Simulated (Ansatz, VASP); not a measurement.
Two plane-wave programs on SnO2

File INCAR:

```
PREC     = Accurate       # precision mode
ENCUT    = 520            # plane-wave cutoff, eV
EDIFF    = 1E-6           # SCF threshold, eV
ISMEAR   = 0              # smearing method
SIGMA    = 0.05           # smearing width, eV
LREAL    = F              # projectors in reciprocal space
LASPH    = T              # aspherical terms in the spheres
NELM     = 60             # most SCF steps
ALGO     = Normal         # electronic algorithm
ISIF     = 2              # what is computed and relaxed
LWAVE    = F              # write WAVECAR
LCHARG   = F              # write CHGCAR
NBANDS   = 35             # bands
```

Contents of KPOINTS:

```
Automatic mesh
0
Gamma
  6 6 8
```

File POSCAR:

```
SnO2
1.0
    4.9042773832     -0.0168005363     -0.1612731798
   -0.0170762571      4.8643842370      0.1103486267
   -0.1091623829      0.0734866162      3.1785880871
Sn O
2 4
Direct
    0.4820247623      0.4894269412      0.4995347370
   -0.0229192947     -0.0173901601     -0.0082371385
    0.3070489428      0.3579363664      0.0367528082
    0.8029339124      0.1977635669      0.4771821693
    0.2200963148      0.8208958643      0.5446143948
    0.7108153624      0.6513674213     -0.0498469710
```

Input for Ansatz:

```yaml
crystal:
  lattice:
    - [4.9042773832, -0.0168005363, -0.1612731798]
    - [-0.0170762571, 4.864384237, 0.1103486267]
    - [-0.1091623829, 0.0734866162, 3.1785880871]
  atoms:
    - { symbol: Sn, position: [0.4820247623, 0.4894269412, 0.499534737] }
    - { symbol: Sn, position: [-0.0229192947, -0.0173901601, -0.0082371385] }
    - { symbol: O, position: [0.3070489428, 0.3579363664, 0.0367528082] }
    - { symbol: O, position: [0.8029339124, 0.1977635669, 0.4771821693] }
    - { symbol: O, position: [0.2200963148, 0.8208958643, 0.5446143948] }
    - { symbol: O, position: [0.7108153624, 0.6513674213, -0.049846971] }
basis:
  ecutwfc: 420
kpoints:
  mp_grid: { grid: [6, 6, 8] }
hamiltonian:
  xc: lda
scf:
  occupations: { method: gaussian, width: 0.05 }
output:
  forces: true
  stress: true
  eigenvalues: true
  write_density: true
  write_potential: true
  elf: true
  volumetric_format: npy
```

Change from the starting cell: all atoms moved at random (sigma 0.1 Å a component), cell strained at random (sigma 0.03).

Alike in both runs: task single point; functional LDA; k mesh 6 × 6 × 8; occupations gaussian, width 0.05 eV; no spin polarisation.

```csv
,VASP,Ansatz
version,VASP 6.6.1,Ansatz 0.2.0
potentials or method,"VASP PAW LDA potentials, release 64 (Sn_d, O), cutoff 520 eV","scalar-relativistic, plane waves, PAW"
valence electrons in the cell,52,52
```

```tsv
	VASP	Ansatz	Ansatz less VASP
gap on the k mesh at the Fermi level (eV)	0.88	0.87	-0.014
least direct gap on the mesh (eV)	0.88	0.87	-0.014
pressure (GPa)	-0.8	-1.5	-0.69
traceless stress, the component that is largest in VASP (GPa)	10.01	9.93	-0.086
rms of the force components (eV/Å)	1.958	1.955	-0.0034
```

LDA's correlation is that of Perdew and Zunger in VASP and of Perdew and Wang (1992) in Ansatz. Atom by atom the forces differ by 0.034 eV/Å (rms over components).
